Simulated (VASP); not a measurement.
# Sr (Im-3m) in VASP: further runs

The runs below take Sr through electric field gradients, with r2SCAN.

All numbers are computed with VASP 6.6.1; they aren't measurements. Logs are shortened: lines on timing, memory, paths and dates and some standing lists are left out, and cuts for length are marked.

**1. The cell of the first run**

It takes space group Im-3m (No. 229, cubic). Conventional cell: a = 4.804 Å, b = 4.804 Å, c = 4.804 Å, α = 90.00°, β = 90.00°, γ = 90.00°. Sr (site symmetry m-3m) has 14 Sr at 4.16 to 4.80 Å within 5.5 Å.

This isn't the form of Sr at room conditions, which is fcc.

**2. Electric field gradients, r2SCAN**

POSCAR

```
Sr
1.0
   -2.4022136893      2.4022136893      2.4022136893
    2.4022136893     -2.4022136893      2.4022136893
    2.4022136893      2.4022136893     -2.4022136893
Sr
1
Direct
    0.0000000000      0.0000000000      0.0000000000
```

INCAR.step1

```
SYSTEM = Sr
PREC = Accurate ; ENCUT = 440
ISMEAR = -1 ; SIGMA = 0.05
LREAL = .FALSE. ; LASPH = .TRUE.
NELM = 120 ; NBANDS = 11
GGA = PE ; ALGO = Normal
EDIFF = 1E-5 ; LWAVE = .TRUE.
LCHARG = .FALSE. ; GGA_COMPAT = .FALSE.
```

INCAR.step2

```
SYSTEM = Sr
PREC = Accurate ; ENCUT = 440
EDIFF = 1E-8 ; ISMEAR = -1
SIGMA = 0.05 ; LREAL = .FALSE.
LASPH = .TRUE. ; NELM = 120
ALGO = Normal ; ISIF = 2
LWAVE = .FALSE. ; LCHARG = .FALSE.
METAGGA = R2SCAN ; LMIXTAU = .TRUE.
LEFG = .TRUE. ; NBANDS = 11
ISTART = 1 ; GGA_COMPAT = .FALSE.
```

KPOINTS

```
Automatic mesh
0
G
  10 10 10
  0 0 0
```

Potentials or basis: VASP PAW PBE potentials, release 64 (Sr_sv).

Command:

```console
$ cat potpaw_PBE.64/Sr_sv/POTCAR > POTCAR
$ cp INCAR.step1 INCAR
$ mpirun -np 1 vasp_std > vasp.out
$ cp INCAR.step2 INCAR
$ mpirun -np 1 vasp_std > vasp.out
```

OUTCAR:

```text
SYSTEM = Sr
   PREC = Accurate
   ENCUT = 440
   EDIFF = 1E-8
   ISMEAR = -1
   LREAL = .FALSE.
   LASPH = .TRUE.
   NELM = 120
   ISIF = 2
   METAGGA = R2SCAN
   ISTART = 1

 ion  position               nearest neighbor table
   1  0.000  0.000  0.000-

  LATTYP: Found a body centered cubic cell.
 ALAT       =     4.8044273786

  Lattice vectors:

 A1 = (  -2.4022136893,   2.4022136893,   2.4022136893)
 A2 = (   2.4022136893,  -2.4022136893,   2.4022136893)
 A3 = (   2.4022136893,   2.4022136893,  -2.4022136893)

Analysis of symmetry for initial positions (statically):
=====================================================================
 Subroutine PRICEL returns:
 Original cell was already a primitive cell.

 Routine SETGRP: Setting up the symmetry group for a
 body centered cubic supercell.

 Subroutine GETGRP returns: Found 48 space group operations
 (whereof 48 operations were pure point group operations)
 out of a pool of 48 trial point group operations.

The static configuration has the point symmetry O_h .

Analysis of symmetry for dynamics (positions and initial velocities):
=====================================================================
 Subroutine PRICEL returns:
 Original cell was already a primitive cell.

 Routine SETGRP: Setting up the symmetry group for a
 body centered cubic supercell.

 Subroutine GETGRP returns: Found 48 space group operations
 (whereof 48 operations were pure point group operations)
 out of a pool of 48 trial point group operations.

The dynamic configuration has the point symmetry O_h .

 Subroutine INISYM returns: Found 48 space group operations
 (whereof 48 operations are pure point group operations),
 and found     1 'primitive' translations

----------------------------------------------------------------------------------------

                                     Primitive cell

  volume of cell :      55.4492

  direct lattice vectors                    reciprocal lattice vectors
    -2.402213689  2.402213689  2.402213689     0.000000000  0.208141350  0.208141350
     2.402213689 -2.402213689  2.402213689     0.208141350  0.000000000  0.208141350
     2.402213689  2.402213689 -2.402213689     0.208141350  0.208141350  0.000000000

  length of vectors
     4.160756161  4.160756161  4.160756161     0.294356320  0.294356320  0.294356320

  position of ions in fractional coordinates (direct lattice)
     0.000000000  0.000000000  0.000000000

  ion indices of the primitive-cell ions
   primitive index   ion index
                 1           1

----------------------------------------------------------------------------------------

 KPOINTS: Automatic mesh

Automatic generation of k-mesh.
 Grid dimensions read from file:
 generate k-points for:   10   10   10

 Generating k-lattice:

  Cartesian coordinates                     Fractional coordinates (reciprocal lattice)
     0.000000000  0.020814135  0.020814135     0.100000000  0.000000000  0.000000000
     0.020814135  0.000000000  0.020814135     0.000000000  0.100000000  0.000000000
     0.020814135  0.020814135  0.000000000     0.000000000  0.000000000  0.100000000

  Length of vectors
     0.029435632  0.029435632  0.029435632

  Shift w.r.t. Gamma in fractional coordinates (k-lattice)
     0.000000000  0.000000000  0.000000000

 Subroutine IBZKPT returns following result:
 ===========================================

 Found     47 irreducible k-points:

 Following reciprocal coordinates:
            Coordinates               Weight
  0.000000  0.000000  0.000000      1.000000
  0.100000  0.000000  0.000000     12.000000
  0.200000  0.000000  0.000000     12.000000
  0.300000  0.000000  0.000000     12.000000
  0.400000  0.000000  0.000000     12.000000
  0.500000  0.000000  0.000000      6.000000
[... 16 lines left out ...]
  0.300000  0.300000  0.100000      8.000000
 -0.300000  0.300000  0.100000     24.000000
 [... further k-points ...]
   k-points           NKPTS =     47   k-points in BZ     NKDIM =     47   number of bands    NBANDS=     11
   number of dos      NEDOS =    301   number of ions     NIONS =      1
   total plane-waves  NPLWV =  21952
   dimension x,y,z NGX =    28 NGY =   28 NGZ =   28
   dimension x,y,z NGXF=    56 NGYF=   56 NGZF=   56
   ions per type =               1
   NGX,Y,Z   is equivalent  to a cutoff of  11.19, 11.19, 11.19 a.u.
   NGXF,Y,Z  is equivalent  to a cutoff of  22.38, 22.38, 22.38 a.u.
 SYSTEM =  Sr
   PREC   = accura    normal or accurate (medium, high low for compatibility)
   ISTART =      1    job   : 0-new  1-cont  2-samecut
   ICHARG =      0    charge: 1-file 2-atom 10-const
   ISPIN  =      1    spin polarized calculation?
   LNONCOLLINEAR =      F non collinear calculations
   LSORBIT =      F    spin-orbit coupling
   LASPH  =      T    aspherical Exc in radial PAW
   ENCUT  =  440.0 eV  32.34 Ry    5.69 a.u.   7.12  7.12  7.12*2*pi/ulx,y,z
   NELM   =    120;   NELMIN=  2; NELMDL=  0     # of ELM steps
   EDIFF  = 0.1E-07   stopping-criterion for ELM
   LREAL  =      F    real-space projection
   EDIFFG = 0.1E-06   stopping-criterion for IOM
   NSW    =      0    number of steps for IOM
   IBRION =     -1    ionic relax: 0-MD 1-quasi-New 2-CG
   NFREE  =      0    steps in history (QN), initial steepest desc. (CG)
   ISIF   =      2    stress and relaxation
   ISYM   =      2    0-nonsym 1-usesym 2-fastsym
   POTIM  = 0.5000    time-step for ionic-motion
   TEBEG  =    0.0;   TEEND  =   0.0 temperature during run
   PSTRESS=    0.0 pullay stress
   NELECT =      10.0000    total number of electrons
   NUPDOWN=      -1.0000    fix difference up-down
   EMIN   =  10.00;   EMAX   =-10.00  energy-range for DOS
   EFERMI =   0.00;   METHOD = LEGACY
   ISMEAR =    -1;   SIGMA  =   0.05  broadening in eV -4-tet -1-fermi 0-gaus
   EFERMI_NEDOS =   21; number of points for ismear=-14 and -15
   IALGO  =     38    algorithm
   IMIX   =      4    mixing-type and parameters
     AMIX     =   0.40;   BMIX     =  1.00
     AMIX_MAG =   1.60;   BMIX_MAG =  1.00
  volume/ion in A,a.u.               =      55.45       374.19
  Fermi-wavevector in a.u.,A,eV,Ry     =   0.924932  1.747868 11.639776  0.855499
  Thomas-Fermi vector in A             =   2.050732
   LORBIT       =      0    0 simple, 1 ext, 2 COOP (PROOUT), +10 PAW based schemes
   METAGGA = R2SCAN    functional components
   LHFCALC =     F    Hartree Fock is set to
   AEXX    =    0.0000 exact exchange contribution
   IVDW    =     0    specifies the selected vdW correction
   LEPSILON=     F    determine dielectric tensor
   LRPA    =     F    only Hartree local field effects (RPA)
 non-spin polarized calculation
  energy-cutoff  :      440.00
  volume of cell :       55.45
 maximum number of plane-waves:      1180
   NGX = 15   NGY = 15   NGZ = 15

 number of electron       9.9999999 magnetization

 Free energy of the ion-electron system (eV)
  ---------------------------------------------------
  ext. energy  EPLUGINS =         0.00000000
  ---------------------------------------------------
  free energy    TOTEN  =       -15.09485094 eV

  energy without entropy =      -15.08340685  energy(sigma->0) =      -15.08912890

 E-fermi :   1.6074     XC(G=0):  -7.7558

 val. band max:        1.5992452817   @ k =   0.5000   0.5000   0.3000
 cond. band min:       1.6106806180   @ k =   0.5000   0.5000   0.2000
 fundamental gap:      0.0114353363
 Fermi energy:         1.6073785480

 k-point     1 :       0.0000    0.0000    0.0000
  band No.  band energies     occupation
      1     -36.4522      2.00000
      2     -17.7116      2.00000
      3     -17.7116      2.00000
      4     -17.7116      2.00000
      5      -2.2288      2.00000
      6       4.3236      0.00000
      7       4.3236      0.00000
      8       4.3236      0.00000
      9       5.6613      0.00000
     10       5.6613      0.00000
     11      10.1117      0.00000

 k-point     2 :       0.1000    0.0000    0.0000
  band No.  band energies     occupation
      1     -36.4507      2.00000
      2     -17.7312      2.00000
      3     -17.7178      2.00000
      4     -17.7116      2.00000
      5      -2.0515      2.00000
      6       4.1578      0.00000
      7       4.1842      0.00000
      8       4.4928      0.00000
      9       5.4425      0.00000
     10       5.6487      0.00000
     11      10.2867      0.00000

 k-point     3 :       0.2000    0.0000    0.0000
  band No.  band energies     occupation
      1     -36.4467      2.00000
      2     -17.7819      2.00000
      3     -17.7342      2.00000
      4     -17.7117      2.00000
      5      -1.5430      2.00000
      6       3.6144      0.00000
      7       3.7856      0.00000
      8       4.9903      0.00000
      9       5.3520      0.00000
     10       5.6627      0.00000
     11      10.2715      0.00000

 k-point     4 :       0.3000    0.0000    0.0000
  band No.  band energies     occupation
      1     -36.4418      2.00000
      2     -17.8434      2.00000
      3     -17.7543      2.00000
      4     -17.7118      2.00000
      5      -0.7772      2.00000
      6       2.8472      0.00000
      7       3.4078      0.00000
      8       5.5028      0.00000
      9       5.7806      0.00000
     10       5.7859      0.00000
     11       9.3975      0.00000
[... 239 lines left out ...]
 k-point    22 :      -0.2000    0.2000    0.1000
  band No.  band energies     occupation
      1     -36.4454      2.00000
      2     -17.7819      2.00000
      3     -17.7408      2.00000
      4     -17.7272      2.00000
      5      -1.3781      2.00000
      6       3.6639      0.00000
      7       3.8746      0.00000
      8       4.6420      0.00000
      9       4.9477      0.00000
     10       6.0664      0.00000
     11      10.0861      0.00000

 k-point    23 :       0.3000    0.3000    0.1000
  band No.  band energies     occupation
      1     -36.4353      2.00000
      2     -17.8365      2.00000
      3     -17.8365      2.00000
      4     -17.7530      2.00000
      5       1.8518      0.01495
      6       1.8518      0.01495
      7       1.9633      0.00162
      8       5.7243      0.00000
      9       6.1372      0.00000
     10       6.1372      0.00000
     11       8.4327      0.00000

 k-point    24 :      -0.3000    0.3000    0.1000
  band No.  band energies     occupation
      1     -36.4406      2.00000
      2     -17.8406      2.00000
      3     -17.7613      2.00000
      4     -17.7266      2.00000
      5      -0.6254      2.00000
      6       2.8627      0.00000
      7       3.5311      0.00000
      8       4.8191      0.00000
      9       5.7261      0.00000
     10       6.1157      0.00000
     11       8.9421      0.00000

 [... further k-points ...]

------------------------ aborting loop because EDIFF is reached ----------------------------------------

  FORCE on cell =-STRESS in cart. coord.  units (eV):
  Direction    XX          YY          ZZ          XY          YZ          ZX
  --------------------------------------------------------------------------------------
  -------------------------------------------------------------------------------------
  Total        0.0135167      0.0135167      0.0135167      0.0000000      0.0000000     -0.0000000
  in kB        0.3905581      0.3905581      0.3905581      0.0000000      0.0000000     -0.0000000
  external PRESSURE =       0.3905581 kB  Pullay stress =       0.0000000 kB

 VOLUME and BASIS-vectors are now :
 -----------------------------------------------------------------------------
  energy-cutoff  :      440.00
  volume of cell :       55.45
      direct lattice vectors                 reciprocal lattice vectors
    -2.402213689  2.402213689  2.402213689     0.000000000  0.208141350  0.208141350
     2.402213689 -2.402213689  2.402213689     0.208141350  0.000000000  0.208141350
     2.402213689  2.402213689 -2.402213689     0.208141350  0.208141350  0.000000000

 POSITION                                       TOTAL-FORCE (eV/Angst)
 -----------------------------------------------------------------------------------
      0.00000      0.00000      0.00000         0.000000     -0.000000      0.000000
 -----------------------------------------------------------------------------------
    total drift:                               -0.000000     -0.000000     -0.000000

  FREE ENERGIE OF THE ION-ELECTRON SYSTEM (eV)
  ---------------------------------------------------
  free  energy   TOTEN  =       -15.0948509430 eV

  energy  without entropy=      -15.0834068521  energy(sigma->0) =      -15.08912890

 Electric field gradients (V/A^2)
---------------------------------------------------------------------
 ion       V_xx      V_yy      V_zz      V_xy      V_xz      V_yz
---------------------------------------------------------------------
   1       0.000    -0.000    -0.000    -0.000    -0.000    -0.000
---------------------------------------------------------------------

 Electric field gradients after diagonalization (V/A^2)
 (convention: |V_zz| > |V_xx| > |V_yy|)
----------------------------------------------------------------------
 ion       V_xx      V_yy      V_zz     asymmetry (V_yy - V_xx)/ V_zz
----------------------------------------------------------------------
   1       0.000     0.000    -0.000       0.000
----------------------------------------------------------------------

           NMR quadrupolar parameters

 Cq : quadrupolar parameter    Cq=e*Q*V_zz/h
 eta: asymmetry parameters     (V_yy - V_xx)/ V_zz
 Q  : nuclear electric quadrupole moment in mb (millibarn)
----------------------------------------------------------------------
 ion       Cq(MHz)       eta       Q (mb)
----------------------------------------------------------------------
   1      -0.000       0.000       1.000
----------------------------------------------------------------------
```

Run time: 2.4 min. Hardware: 1 thread of Intel Xeon 8259CL, shared host; peak memory 0.17 GiB.

What came out:

* Free energy: -15.0949 eV
* Pressure: 0.0 GPa
* Band gap on the k mesh: zero (bands 5 and 6 overlap by 0.36 eV)
* Largest electric field gradient by atom: zero within the noise of the run

Caveat: the PAW data sets were made with another functional, which shifts forces and pressure a little.

**3. Electric field gradients, r2SCAN**

This run uses another cell than the first one, of 56.84 Å³/atom.

POSCAR

```
Sr
1.0
   -2.4220675953      2.4220675953      2.4220675953
    2.4220675953     -2.4220675953      2.4220675953
    2.4220675953      2.4220675953     -2.4220675953
Sr
1
Direct
    0.0000000000      0.0000000000      0.0000000000
```

INCAR.step1

```
PREC     = Accurate       # precision mode
ENCUT    = 440            # plane-wave cutoff, eV
ISMEAR   = -1             # smearing method
SIGMA    = 0.05           # smearing width, eV
LREAL    = False          # projectors in reciprocal space
LASPH    = True           # aspherical terms in the spheres
NELM     = 120            # most SCF steps
NBANDS   = 11             # bands
GGA      = PE             # functional
ALGO     = Normal         # electronic algorithm
EDIFF    = 1E-5           # SCF threshold, eV
LWAVE    = True           # write WAVECAR
LCHARG   = False          # write CHGCAR
GGA_COMPAT= False
```

INCAR.step2

```
PREC     = Accurate       # precision mode
ENCUT    = 440            # plane-wave cutoff, eV
EDIFF    = 1E-8           # SCF threshold, eV
ISMEAR   = -1             # smearing method
SIGMA    = 0.05           # smearing width, eV
LREAL    = False          # projectors in reciprocal space
LASPH    = True           # aspherical terms in the spheres
NELM     = 120            # most SCF steps
ALGO     = Normal         # electronic algorithm
ISIF     = 2              # what is computed and relaxed
LWAVE    = False          # write WAVECAR
LCHARG   = False          # write CHGCAR
METAGGA  = R2SCAN         # meta-GGA
LMIXTAU  = True         
LEFG     = True         
NBANDS   = 11             # bands
ISTART   = 1            
GGA_COMPAT= False
```

KPOINTS

```
Automatic mesh
0
Gamma
  10 10 10
```

Potentials or basis: VASP PAW PBE potentials, release 64 (Sr_sv).

Command:

```console
$ cat potpaw_PBE.64/Sr_sv/POTCAR > POTCAR
$ cp INCAR.step1 INCAR
$ mpirun -np 1 vasp_std > vasp.out
$ cp INCAR.step2 INCAR
$ mpirun -np 1 vasp_std > vasp.out
```

OUTCAR:

```text
PREC = Accurate
   ENCUT = 440
   EDIFF = 1E-8
   ISMEAR = -1
   LREAL = False
   LASPH = True
   NELM = 120
   ISIF = 2
   METAGGA = R2SCAN
   ISTART = 1

 ion  position               nearest neighbor table
   1  0.000  0.000  0.000-

  LATTYP: Found a body centered cubic cell.
 ALAT       =     4.8441351906

  Lattice vectors:

 A1 = (  -2.4220675953,   2.4220675953,   2.4220675953)
[... 543 lines left out ...]
    total drift:                               -0.000000     -0.000000      0.000000

  FREE ENERGIE OF THE ION-ELECTRON SYSTEM (eV)
  ---------------------------------------------------
  free  energy   TOTEN  =       -15.0944657475 eV

  energy  without entropy=      -15.0820044840  energy(sigma->0) =      -15.08823512

 Electric field gradients (V/A^2)
---------------------------------------------------------------------
 ion       V_xx      V_yy      V_zz      V_xy      V_xz      V_yz
---------------------------------------------------------------------
   1       0.000    -0.000    -0.000     0.000     0.000     0.000
---------------------------------------------------------------------

 Electric field gradients after diagonalization (V/A^2)
 (convention: |V_zz| > |V_xx| > |V_yy|)
----------------------------------------------------------------------
 ion       V_xx      V_yy      V_zz     asymmetry (V_yy - V_xx)/ V_zz
----------------------------------------------------------------------
   1      -0.000    -0.000     0.000       0.000
----------------------------------------------------------------------

           NMR quadrupolar parameters

 Cq : quadrupolar parameter    Cq=e*Q*V_zz/h
 eta: asymmetry parameters     (V_yy - V_xx)/ V_zz
 Q  : nuclear electric quadrupole moment in mb (millibarn)
----------------------------------------------------------------------
 ion       Cq(MHz)       eta       Q (mb)
----------------------------------------------------------------------
   1       0.000       0.000       1.000
----------------------------------------------------------------------
```

OUTCAR.step1:

```text
PREC = Accurate
   ENCUT = 440
   ISMEAR = -1
   LREAL = False
   LASPH = True
   NELM = 120
[... 551 lines left out ...]
 POSITION                                       TOTAL-FORCE (eV/Angst)
 -----------------------------------------------------------------------------------
      0.00000      0.00000      0.00000        -0.000000      0.000000      0.000000
 -----------------------------------------------------------------------------------
    total drift:                               -0.000000      0.000000      0.000000

  FREE ENERGIE OF THE ION-ELECTRON SYSTEM (eV)
  ---------------------------------------------------
  free  energy   TOTEN  =        -1.6321205038 eV

  energy  without entropy=       -1.6215466081  energy(sigma->0) =       -1.62683356
```

Wall time 3.4 min (1 thread of Intel Xeon 8259CL, shared host); peak memory 0.18 GiB.

Results:

* Free energy: -15.0945 eV
* Pressure: -0.2 GPa
* Band gap on the k mesh: zero (bands 5 and 6 overlap by 0.31 eV)
* Largest electric field gradient by atom: zero within the noise of the run

Levels at points of the mesh, in eV from the Fermi level:
| k point | band 3 | band 4 | band 5 | band 6 | band 7 | band 8 |
| --- | --- | --- | --- | --- | --- | --- |
| (0.00, 0.00, 0.00) | -19.38 | -19.38 | -3.80 | 2.68 | 2.68 | 2.68 |
| (0.50, 0.00, 0.00) | -19.44 | -19.38 | -0.95 | 0.07 | 1.44 | 3.84 |
| (0.50, 0.50, 0.50) | -19.51 | -19.51 | -0.08 | -0.08 | 3.72 | 3.72 |

Caveat: the PAW data sets were made with another functional, which shifts forces and pressure a little.
